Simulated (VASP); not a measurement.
## SnO2: single point with revPBE

SnO2:

```
CELL_PARAMETERS angstrom
4.73800 0.00000 0.00000
0.00000 4.73800 0.00000
0.00000 0.00000 3.18650
ATOMIC_POSITIONS crystal
Sn 0.00000 0.00000 0.00000
Sn 0.50000 0.50000 0.50000
O 0.30710 0.30710 0.00000
O 0.19290 0.80710 0.50000
O 0.69290 0.69290 0.00000
O 0.80710 0.19290 0.50000
```

```json
{
  "Program": "VASP 6.6.1",
  "Task": "single point",
  "Functional": "revPBE",
  "Potentials or basis": "VASP PAW PBE potentials, release 64 (Sn_d, O)",
  "Cutoff": "520 eV",
  "k mesh": "6 × 6 × 8",
  "Occupations": "methfessel-paxton, width 0.05 eV",
  "Spin": "no spin polarisation",
  "Dipole correction": "no",
  "Further INCAR settings": "ALGO = Normal; EDIFF = 1e-06; NBANDS = 35"
}
```

```
Pressure               : 14.9 GPa
Largest force          : 0.317 eV/Å
Band gap on the k mesh : 1.34 eV
```

Forces in eV/Å, atoms in the order of the input:
```
Sn   0.000  0.000  0.000
Sn   0.000  0.000  0.000
O   -0.224 -0.224  0.000
O    0.224 -0.224  0.000
O    0.224  0.224  0.000
O   -0.224  0.224  0.000
```

Stress tensor (GPa, compression positive):
```
13.73  0.00  0.00
 0.00 13.73  0.00
 0.00  0.00 17.16
```

Levels at points of the mesh, in eV from the valence-band top:
```csv
k point,band 23,band 24,band 25,band 26,band 27,band 28,band 29,band 30
"(0.00, 0.00, 0.00)",-1.22,-0.77,-0.77,0.00,1.34,6.24,6.45,6.45
"(0.50, 0.00, 0.00)",-1.18,-1.18,-0.63,-0.63,4.51,4.51,7.20,7.20
"(0.50, 0.50, 0.00)",-1.30,-1.30,-0.90,-0.90,4.90,4.90,7.63,7.63
"(0.00, 0.00, 0.50)",-1.64,-1.64,-1.26,-1.26,6.29,6.29,9.90,9.90
"(0.50, 0.00, 0.50)",-1.09,-1.09,-0.69,-0.69,6.57,6.57,8.16,8.16
"(0.50, 0.50, 0.50)",-0.97,-0.97,-0.83,-0.83,4.99,4.99,9.02,9.02
```

It took 120 s on 1 thread of Intel Xeon 8259CL, with other jobs on the host, peak memory 0.24 GiB.

Caveat: the cell stands under pressure; the PAW data sets were made with another functional, which shifts forces and pressure a little; spin-orbit coupling is left out, which moves the levels of the heavy elements.
